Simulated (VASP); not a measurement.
# ZrB (Fm-3m) in VASP: notebook

ZrB is run at these levels: BLYP+D4, revPBE+D3(BJ), revPBE+D4, BLYP+D3(BJ); tasks: single point, relaxation of cell and atoms.

All numbers are computed with VASP 6.6.1; they aren't measurements. Logs are shortened: lines on timing, memory, paths and dates and some standing lists are left out, and cuts for length are marked.

## (1) The cell of the first run

The structure is cubic, space group Fm-3m (No. 225). The conventional cell has a = 4.894 Å, b = 4.894 Å, c = 4.894 Å, α = 90.00°, β = 90.00°, γ = 90.00°. Within 3.2 Å of Zr (site symmetry m-3m) lie 6 B at 2.45 Å. B (site symmetry m-3m) has 6 Zr at 2.45 Å within 3.2 Å.

## (2) Single point, BLYP+D4

The input, INCAR:

```
AGGAC = 1.0
AGGAX = 1.0
ALDAC = 0.0
ALDAX = 1.0
ALGO = Normal
EDIFF = 1E-7
ENCUT = 520
GGA = B5
ISIF = 2
ISMEAR = -1
IVDW = 13
LASPH = True
LCHARG = True
LELF = True
LREAL = False
LVHAR = True
LWAVE = False
NBANDS = 14
NELM = 80
PREC = Accurate
SIGMA = 0.05
VDW_A1 = 0.44488865
VDW_A2 = 4.0933009
VDW_S6 = 1.0
VDW_S8 = 2.34076671
```

The input, KPOINTS:

```
k-points
0
Gamma
  10 10 10
```

The input, POSCAR:

```
ZrB
1.0
    0.0000000000      2.4472462323      2.4472462323
    2.4472462323      0.0000000000      2.4472462323
    2.4472462323      2.4472462323      0.0000000000
Zr B
1 1
Direct
    0.0000000000      0.0000000000      0.0000000000
    0.5000000000      0.5000000000      0.5000000000
```

Potentials or basis: VASP PAW PBE potentials, release 64 (Zr_sv, B).

Started as:

```bash
$ cat potpaw_PBE.64/Zr_sv/POTCAR potpaw_PBE.64/B/POTCAR > POTCAR
$ mpirun -np 1 vasp_std > vasp.out
```

OUTCAR:

```text
EDIFF = 1E-7
   ENCUT = 520
   GGA = B5
   ISIF = 2
   ISMEAR = -1
   IVDW = 13
   LASPH = True
   LREAL = False
   NELM = 80
   PREC = Accurate

 ion  position               nearest neighbor table
   1  0.000  0.000  0.000-   2 2.45   2 2.45   2 2.45   2 2.45   2 2.45   2 2.45
   2  0.500  0.500  0.500-   1 2.45   1 2.45   1 2.45   1 2.45   1 2.45   1 2.45

  LATTYP: Found a face centered cubic cell.
 ALAT       =     4.8944924646

  Lattice vectors:

 A1 = (   0.0000000000,   2.4472462323,   2.4472462323)
 A2 = (   2.4472462323,   0.0000000000,   2.4472462323)
 A3 = (   2.4472462323,   2.4472462323,   0.0000000000)

Analysis of symmetry for initial positions (statically):
=====================================================================
 Subroutine PRICEL returns:
 Original cell was already a primitive cell.

 Routine SETGRP: Setting up the symmetry group for a
 face centered cubic supercell.

 Subroutine GETGRP returns: Found 48 space group operations
 (whereof 48 operations were pure point group operations)
 out of a pool of 48 trial point group operations.

The static configuration has the point symmetry O_h .

Analysis of symmetry for dynamics (positions and initial velocities):
=====================================================================
 Subroutine PRICEL returns:
 Original cell was already a primitive cell.

 Routine SETGRP: Setting up the symmetry group for a
 face centered cubic supercell.

 Subroutine GETGRP returns: Found 48 space group operations
 (whereof 48 operations were pure point group operations)
 out of a pool of 48 trial point group operations.

The dynamic configuration has the point symmetry O_h .

 Subroutine INISYM returns: Found 48 space group operations
 (whereof 48 operations are pure point group operations),
 and found     1 'primitive' translations

----------------------------------------------------------------------------------------

                                     Primitive cell

  volume of cell :      29.3132

  direct lattice vectors                    reciprocal lattice vectors
     0.000000000  2.447246232  2.447246232    -0.204311276  0.204311276  0.204311276
     2.447246232  0.000000000  2.447246232     0.204311276 -0.204311276  0.204311276
     2.447246232  2.447246232  0.000000000     0.204311276  0.204311276 -0.204311276

  length of vectors
     3.460928812  3.460928812  3.460928812     0.353877510  0.353877510  0.353877510

  position of ions in fractional coordinates (direct lattice)
     0.000000000  0.000000000  0.000000000
     0.500000000  0.500000000  0.500000000

  ion indices of the primitive-cell ions
   primitive index   ion index
                 1           1
[... 87 lines left out ...]
   EFERMI =   0.00;   METHOD = LEGACY
   ISMEAR =    -1;   SIGMA  =   0.05  broadening in eV -4-tet -1-fermi 0-gaus
   EFERMI_NEDOS =   21; number of points for ismear=-14 and -15
   IALGO  =     38    algorithm
   IMIX   =      4    mixing-type and parameters
     AMIX     =   0.40;   BMIX     =  1.00
     AMIX_MAG =   1.60;   BMIX_MAG =  1.00
  volume/ion in A,a.u.               =      14.66        98.91
  Fermi-wavevector in a.u.,A,eV,Ry     =   1.309436  2.474475 23.328854  1.714622
  Thomas-Fermi vector in A             =   2.440035
   LORBIT       =      0    0 simple, 1 ext, 2 COOP (PROOUT), +10 PAW based schemes
   GGA     = B5    functional components
   LHFCALC =     F    Hartree Fock is set to
   AEXX    =    0.0000 exact exchange contribution
   IVDW    =    13    specifies the selected vdW correction
   LEPSILON=     F    determine dielectric tensor
   LRPA    =     F    only Hartree local field effects (RPA)
 non-spin polarized calculation
  energy-cutoff  :      520.00
  volume of cell :       29.31
 maximum number of plane-waves:       804
 NGX is ok and might be reduce to    28
   NGX = 13   NGY = 13   NGZ = 13

 number of electron      15.0000000 magnetization

 Free energy of the ion-electron system (eV)
  ---------------------------------------------------
  ext. energy  EPLUGINS =         0.00000000
  ---------------------------------------------------
  free energy    TOTEN  =       -14.18626294 eV

  energy without entropy =      -14.17382426  energy(sigma->0) =      -14.18004360

 E-fermi :   8.0003     XC(G=0): -10.8604

 val. band max:        7.9917844102   @ k =   0.3000   0.3000   0.0000
 cond. band min:       8.0110120514   @ k =  -0.2000   0.1000   0.0000
 fundamental gap:      0.0192276413
 Fermi energy:         8.0003291197

 k-point     1 :       0.0000    0.0000    0.0000
  band No.  band energies     occupation
      1     -39.4746      2.00000
      2     -17.3857      2.00000
      3     -17.3857      2.00000
      4     -17.3857      2.00000
      5       0.0724      2.00000
      6       9.7528      0.00000
      7       9.7528      0.00000
      8       9.7528      0.00000
      9      11.0980      0.00000
     10      11.0980      0.00000
     11      11.3561      0.00000
     12      11.3561      0.00000
     13      11.3561      0.00000
     14      19.1653      0.00000
[... 377 lines left out ...]
      1     -39.4115      2.00000
      2     -17.7810      2.00000
      3     -17.5466      2.00000
      4     -17.5301      2.00000
      5       2.0572      2.00000
      6       6.3693      2.00000
      7       7.5414      1.99979
      8       9.0984      0.00000
      9       9.8257      0.00000
     10      12.6246      0.00000
     11      13.9155      0.00000
     12      14.1607      0.00000
     13      17.5856      0.00000
     14      19.9674      0.00000

 [... further k-points ...]

------------------------ aborting loop because EDIFF is reached ----------------------------------------

  DFT-D4 for vdW energy calculation

  Edisp (eV):   -1.00227

  FORCE on cell =-STRESS in cart. coord.  units (eV):
  Direction    XX          YY          ZZ          XY          YZ          ZX
  --------------------------------------------------------------------------------------
  -------------------------------------------------------------------------------------
  Total       0.06252     0.06252     0.06252     0.00000    -0.00000    -0.00000
  in kB       3.41735     3.41735     3.41735     0.00000    -0.00000    -0.00000
  external pressure =        3.42 kB  Pullay stress =        0.00 kB

 VOLUME and BASIS-vectors are now :
 -----------------------------------------------------------------------------
  energy-cutoff  :      520.00
  volume of cell :       29.31
      direct lattice vectors                 reciprocal lattice vectors
     0.000000000  2.447246232  2.447246232    -0.204311276  0.204311276  0.204311276
     2.447246232  0.000000000  2.447246232     0.204311276 -0.204311276  0.204311276
     2.447246232  2.447246232  0.000000000     0.204311276  0.204311276 -0.204311276

 POSITION                                       TOTAL-FORCE (eV/Angst)
 -----------------------------------------------------------------------------------
      0.00000      0.00000      0.00000         0.000000     -0.000000      0.000000
      2.44725      2.44725      2.44725         0.000000      0.000000      0.000000
 -----------------------------------------------------------------------------------
    total drift:                               -0.000000      0.000000      0.000000

  FREE ENERGIE OF THE ION-ELECTRON SYSTEM (eV)
  ---------------------------------------------------
  free  energy   TOTEN  =       -15.1885309594 eV

  energy  without entropy=      -15.1760922858  energy(sigma->0) =      -15.18231162
```

OSZICAR:

```text
N       E                     dE             d eps       ncg     rms          rms(c)
DAV:   1     0.962963907725E+02    0.96296E+02   -0.79003E+03  1316   0.103E+03
DAV:   2    -0.122936917318E+02   -0.10859E+03   -0.10318E+03  1604   0.279E+02
DAV:   3    -0.163579229852E+02   -0.40642E+01   -0.39445E+01  2050   0.451E+01
DAV:   4    -0.164304477250E+02   -0.72525E-01   -0.72493E-01  1532   0.567E+00
DAV:   5    -0.164319807737E+02   -0.15330E-02   -0.15330E-02  1962   0.594E-01    0.169E+01
DAV:   6    -0.141597978029E+02    0.22722E+01   -0.36257E+00  1484   0.160E+01    0.526E+00
DAV:   7    -0.141795460850E+02   -0.19748E-01   -0.27202E-01  1750   0.359E+00    0.294E+00
DAV:   8    -0.141879409822E+02   -0.83949E-02   -0.38937E-02  1658   0.163E+00    0.642E-01
DAV:   9    -0.141860108373E+02    0.19301E-02   -0.45742E-03  1528   0.470E-01    0.172E-01
DAV:  10    -0.141862799436E+02   -0.26911E-03   -0.66417E-04  1472   0.277E-01    0.104E-01
DAV:  11    -0.141862637819E+02    0.16162E-04   -0.45120E-05  1658   0.531E-02    0.136E-02
DAV:  12    -0.141862629051E+02    0.87679E-06   -0.48795E-06  1502   0.230E-02    0.379E-03
DAV:  13    -0.141862629362E+02   -0.31133E-07   -0.23258E-07  1580   0.462E-03
   1 F= -.15188531E+02 E0= -.15182312E+02  d E =-.124387E-01
```

Wall time 19 s (1 thread of Intel Xeon Platinum 8488C (Sapphire Rapids), shared host); peak memory 0.16 GiB.

What came out:

| Quantity | Value |
| --- | --- |
| Free energy | -15.1885 eV |
| Pressure | 0.3 GPa |
| Dispersion energy per atom | -0.501 eV |

Caveat: the PAW data sets were made with another functional, which shifts forces and pressure a little; pairwise dispersion overbinds metals, which lowers pressure and volume.

## (3) Relaxation of cell and atoms, revPBE+D3(BJ)

This run uses another cell than the first one, of 12.57 Å³/atom, 0.858 times its volume.

The input, INCAR:

```
SYSTEM = ZrB
  ALGO = Normal
  EDIFF = 1E-6
  EDIFFG = -0.01
  ENCUT = 600
  GGA = RE
  IBRION = 2
  ISIF = 3
  ISMEAR = -1
  IVDW = 12
  LASPH = .TRUE.
  LCHARG = .FALSE.
  LREAL = .FALSE.
  LWAVE = .FALSE.
  NELM = 100
  NSW = 60
  PREC = Accurate
  SIGMA = 0.05
```

The input, KPOINTS:

```
k-points
0
G
  10 10 10
  0 0 0
```

The input, POSCAR:

```
ZrB
1.0
    0.0000000000      2.3250000000      2.3250000000
    2.3250000000      0.0000000000      2.3250000000
    2.3250000000      2.3250000000      0.0000000000
Zr B
1 1
Direct
    0.0000000000      0.0000000000      0.0000000000
    0.5000000000      0.5000000000      0.5000000000
```

Potentials or basis: VASP PAW PBE potentials, release 64 (Zr_sv, B).

Started as:

```bash
$ cat potpaw_PBE.64/Zr_sv/POTCAR potpaw_PBE.64/B/POTCAR > POTCAR
$ mpirun -np 1 vasp_std > vasp.out
```

Run time: 33 s. Hardware: 1 thread of Intel Xeon Platinum 8488C (Sapphire Rapids), shared host; peak memory 0.18 GiB.

The run converged. Its results:

- Free energy: -16.8712 eV
- Relaxed volume: 14.19 Å³/atom
- Relaxed cell: a = 3.423 Å, b = 3.423 Å, c = 3.423 Å, α = 60.00°, β = 60.00°, γ = 60.00°
- Space group after relaxing (to 0.05 Å): Fm-3m (No. 225)
- Energy gained by relaxing: 117.5 meV/atom
- Ionic steps: 4
- Pressure after relaxing: -0.1 GPa
- Dispersion energy per atom: -0.737 eV

Step by step:
| step | energy change (eV) | largest force (eV/Å) | pressure (GPa) | volume (Å³) |
| --- | --- | --- | --- | --- |
| 1 | 0.0000 | 0.0000 | 25.80 | 25.14 |
| 2 | 0.1063 | 0.0000 | -19.62 | 33.24 |
| 3 | -0.2346 | 0.0000 | -0.70 | 28.47 |
| 4 | -0.2349 | 0.0000 | -0.08 | 28.37 |

Final structure:
```yaml
crystal:
  lattice:
    - [0.00000, 2.42073, 2.42073]
    - [2.42073, 0.00000, 2.42073]
    - [2.42073, 2.42073, 0.00000]
  atoms:
    - { symbol: Zr, position: [0.00000, 0.00000, 0.00000] }
    - { symbol: B, position: [0.50000, 0.50000, 0.50000] }
```

Levels at points of the mesh, in eV from the Fermi level:
```csv
k point,band 4,band 5,band 6,band 7,band 8,band 9,band 10,band 11
"(0.00, 0.00, 0.00)",-25.13,-8.14,1.81,1.81,1.81,3.27,3.27,3.53
"(0.50, 0.00, 0.00)",-25.20,-4.11,-3.89,-1.20,-1.20,5.05,5.05,6.40
"(0.50, 0.50, 0.00)",-25.35,-6.22,-0.83,-0.70,2.16,2.16,4.76,6.02
```

Caveat: the PAW data sets were made with another functional, which shifts forces and pressure a little; the volume moved by +13 % from the deposited cell, more than functionals usually miss; pairwise dispersion overbinds metals, which lowers pressure and volume. Zero-point motion and thermal expansion aren't in these numbers.

## (4) Relaxation of cell and atoms, revPBE+D4

This run uses another cell than the first one, of 12.57 Å³/atom, 0.858 times its volume.

The input, INCAR:

```
SYSTEM = ZrB
PREC = Accurate
ENCUT = 600
EDIFF = 1E-6
ISMEAR = -1
SIGMA = 0.05
LREAL = .False.
LASPH = .True.
NELM = 60
ALGO = Normal
ISIF = 3
LWAVE = .False.
LCHARG = .False.
GGA = RE
IVDW = 13
IBRION = 2
NSW = 60
EDIFFG = -0.01
```

The input, KPOINTS:

```
regular mesh
0
Gamma
  10 10 10
  0 0 0
```

POSCAR is that of step 3.

Started as:

```bash
$ cat potpaw_PBE.64/Zr_sv/POTCAR potpaw_PBE.64/B/POTCAR > POTCAR
$ mpirun -np 1 vasp_std > vasp.out
```

Run time: 36 s. Hardware: 1 thread of Intel Xeon Platinum 8488C (Sapphire Rapids), shared host; peak memory 0.17 GiB.

The run converged. Its results:

```yaml
Free_energy: -16.3375 eV
Relaxed_volume: 14.37 Å³/atom
Relaxed_cell: a = 3.438 Å, b = 3.438 Å, c = 3.438 Å, α = 60.00°, β = 60.00°, γ = 60.00°
Space_group_after_relaxing_to_0.05_Å: Fm-3m (No. 225)
Energy_gained_by_relaxing: 143.5 meV/atom
Ionic_steps: 4
Pressure_after_relaxing: -0.1 GPa
Dispersion_energy_per_atom: -0.462 eV
```

The path:
```tsv
step	energy change (eV)	largest force (eV/Å)	pressure (GPa)	volume (Å³)
1	0.0000	0.0000	28.58	25.14
2	0.1155	0.0000	-20.35	34.21
3	-0.2866	0.0000	-0.82	28.87
4	-0.2869	0.0000	-0.11	28.74
```

Final structure:
```xyz
2
Lattice="0.0000 2.4313 2.4313 2.4313 0.0000 2.4313 2.4313 2.4313 0.0000" Properties=species:S:1:pos:R:3 pbc="T T T"
Zr    0.0000    0.0000    0.0000
B     2.4313    2.4313    2.4313
```

Levels at points of the mesh, in eV from the Fermi level:
```
           k point  band 6  band 7  band 8  band 9  band 10  band 11
(0.00, 0.00, 0.00)    1.79    1.79    1.79    3.23     3.23     3.50
(0.50, 0.00, 0.00)   -3.85   -1.19   -1.19    4.98     4.98     6.30
(0.50, 0.50, 0.00)   -0.81   -0.74    2.12    2.12     4.69     5.92
```

Caveat: the PAW data sets were made with another functional, which shifts forces and pressure a little; the volume moved by +14 % from the deposited cell, more than functionals usually miss; pairwise dispersion overbinds metals, which lowers pressure and volume. Zero-point motion and thermal expansion aren't in these numbers.

## (5) Relaxation of cell and atoms, BLYP+D3(BJ)

This run uses another cell than the first one, of 12.57 Å³/atom, 0.858 times its volume.

The input, INCAR:

```
AGGAC    = 1.0          
AGGAX    = 1.0          
ALDAC    = 0.0          
ALDAX    = 1.0          
ALGO     = Normal         # electronic algorithm
EDIFF    = 1E-7           # SCF threshold, eV
EDIFFG   = -0.01          # ionic threshold
ENCUT    = 600            # plane-wave cutoff, eV
GGA      = B5             # functional
IBRION   = 2              # ionic algorithm
ISIF     = 3              # what is computed and relaxed
ISMEAR   = -1             # smearing method
IVDW     = 12             # dispersion correction
LASPH    = T              # aspherical terms in the spheres
LCHARG   = F              # write CHGCAR
LREAL    = F              # projectors in reciprocal space
LWAVE    = F              # write WAVECAR
NELM     = 80             # most SCF steps
NSW      = 60             # ionic steps
PREC     = Accurate       # precision mode
SIGMA    = 0.05           # smearing width, eV
VDW_A1   = 0.4298       
VDW_A2   = 4.2359       
VDW_S6   = 1.0          
VDW_S8   = 2.6996
```

The input, KPOINTS:

```
k-points
0
Gamma
  10 10 10
```

POSCAR is that of step 4.

Started as:

```bash
$ cat potpaw_PBE.64/Zr_sv/POTCAR potpaw_PBE.64/B/POTCAR > POTCAR
$ mpirun -np 1 vasp_std > vasp.out
```

Wall time 2.3 min (1 thread of Intel Xeon Platinum 8488C (Sapphire Rapids), shared host); peak memory 0.18 GiB.

The run converged. Its results:

```yaml
Free_energy: -15.9917 eV
Relaxed_volume: 14.34 Å³/atom
Relaxed_cell: a = 3.436 Å, b = 3.436 Å, c = 3.436 Å, α = 60.00°, β = 60.00°, γ = 60.00°
Space_group_after_relaxing_to_0.05_Å: Fm-3m (No. 225)
Energy_gained_by_relaxing: 140.4 meV/atom
Ionic_steps: 17
Pressure_after_relaxing: 0.0 GPa
Dispersion_energy_per_atom: -0.921 eV
```

Step by step:
| step | energy change (eV) | largest force (eV/Å) | pressure (GPa) | volume (Å³) |
| --- | --- | --- | --- | --- |
| 1 | 0.0000 | 0.0000 | 28.19 | 25.14 |
| 2 | 0.1074 | 0.0000 | -20.07 | 34.07 |
| 3 | -0.2805 | 0.0000 | -0.79 | 28.83 |
| 4 | -0.2809 | 0.0000 | -0.11 | 28.71 |
| 5 | -0.2808 | 0.0000 | 0.32 | 28.64 |
| 6 | -0.2808 | 0.0000 | 0.32 | 28.64 |
| 7 | -0.2808 | 0.0000 | 0.30 | 28.64 |
| 8 | -0.2808 | 0.0000 | 0.29 | 28.64 |
| 9 | -0.2808 | 0.0000 | 0.29 | 28.64 |
| 10 | -0.2808 | 0.0000 | 0.29 | 28.64 |
| 11 | -0.2808 | 0.0000 | 0.29 | 28.64 |
| 12 | -0.2808 | 0.0000 | 0.29 | 28.64 |
| 13 | -0.2808 | 0.0000 | 0.28 | 28.65 |
| 14 | -0.2808 | 0.0000 | 0.26 | 28.65 |
| 15 | -0.2808 | 0.0000 | 0.24 | 28.65 |
| 16 | -0.2809 | 0.0000 | 0.16 | 28.67 |
| 17 | -0.2809 | 0.0000 | 0.03 | 28.69 |

Final structure:
```xyz
2
Lattice="0.0000 2.4297 2.4297 2.4297 0.0000 2.4297 2.4297 2.4297 0.0000" Properties=species:S:1:pos:R:3 pbc="T T T"
Zr    0.0000    2.4297    2.4297
B     2.4297    2.4297    2.4297
```

Levels at points of the mesh, in eV from the Fermi level:
| k point | band 6 | band 7 | band 8 | band 9 | band 10 | band 11 |
| --- | --- | --- | --- | --- | --- | --- |
| (0.00, 0.00, 0.00) | 1.78 | 1.78 | 1.78 | 3.17 | 3.17 | 3.40 |
| (0.50, 0.00, 0.00) | -3.73 | -1.23 | -1.23 | 4.86 | 4.86 | 6.18 |
| (0.50, 0.50, 0.00) | -0.71 | -0.59 | 2.11 | 2.11 | 4.59 | 5.78 |

Caveat: the PAW data sets were made with another functional, which shifts forces and pressure a little; the volume moved by +14 % from the deposited cell, more than functionals usually miss; pairwise dispersion overbinds metals, which lowers pressure and volume.

## (6) Overview

| task | level | cell | cutoff (eV) | gap on the mesh (eV) | pressure (GPa) | relaxed volume (Å³/atom) |
| --- | --- | --- | --- | --- | --- | --- |
| single point | BLYP+D4 | a = 3.461 Å, angles 60.0°, 2 atoms | 520 | none | 0.3 | - |
| relaxation of cell and atoms | revPBE+D3(BJ) | relaxed from a = 3.288 Å, angles 60.0°, 2 atoms | 600 | none | -0.1 | 14.19 |
| relaxation of cell and atoms | revPBE+D4 | relaxed from a = 3.288 Å, angles 60.0°, 2 atoms | 600 | none | -0.1 | 14.37 |
| relaxation of cell and atoms | BLYP+D3(BJ) | relaxed from a = 3.288 Å, angles 60.0°, 2 atoms | 600 | none | 0.0 | 14.34 |

Alike in all rows: potentials or basis VASP PAW PBE potentials, release 64 (Zr_sv, B); no spin polarisation; k mesh 10 × 10 × 10; smearing fermi-dirac 0.05 eV.

Caveats: the PAW data sets were made with another functional, which shifts forces and pressure a little; pairwise dispersion overbinds metals, which lowers pressure and volume; the volume moved by +14 % from the deposited cell, more than functionals usually miss (some runs); the volume moved by +13 % from the deposited cell, more than functionals usually miss (some runs).

Absolute energies hang on the potentials; compare differences alone.
